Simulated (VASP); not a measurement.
Crystal: Ag.

```xyz
1
Lattice="0.0000 2.0427 2.0427 2.0427 0.0000 2.0427 2.0427 2.0427 0.0000" Properties=species:S:1:pos:R:3 pbc="T T T"
Ag    0.0000    0.0000    0.0000
```

| Quantity | Value |
| --- | --- |
| Program | VASP 6.6.1 |
| Task | relaxation of cell and atoms |
| Functional | BLYP |
| Potentials or basis | VASP PAW PBE potentials, release 64 (Ag) |
| Cutoff | 600 eV |
| k mesh | 11 × 11 × 11 |
| Occupations | fermi-dirac, width 0.05 eV |
| Spin | no spin polarisation |

At the start: pressure 12.1 GPa; volume 17.05 Å³/atom.

Task: How do energy, volume and symmetry change on relaxing?

Result: Over 5 steps the energy falls by 74.9 meV/atom and the volume is 19.31 Å³/atom (+13.3 %); space group Fm-3m (No. 225, to 0.05 Å).

The path:
```csv
step,energy change (eV),largest force (eV/Å),pressure (GPa),volume (Å³)
1,0.0000,0.0000,12.12,17.05
2,-0.0627,0.0000,-3.29,20.43
3,-0.0749,0.0000,0.05,19.30
4,-0.0748,0.0000,-0.11,19.35
5,-0.0749,0.0000,-0.01,19.31
```

Final structure:
```xyz
1
Lattice="0.0000 2.1294 2.1294 2.1294 0.0000 2.1294 2.1294 2.1294 0.0000" Properties=species:S:1:pos:R:3 pbc="T T T"
Ag    2.1294    2.1294    0.0000
```

Caveat: the PAW data sets were made with another functional, which shifts forces and pressure a little; the volume moved by +13 % from the deposited cell, more than functionals usually miss.
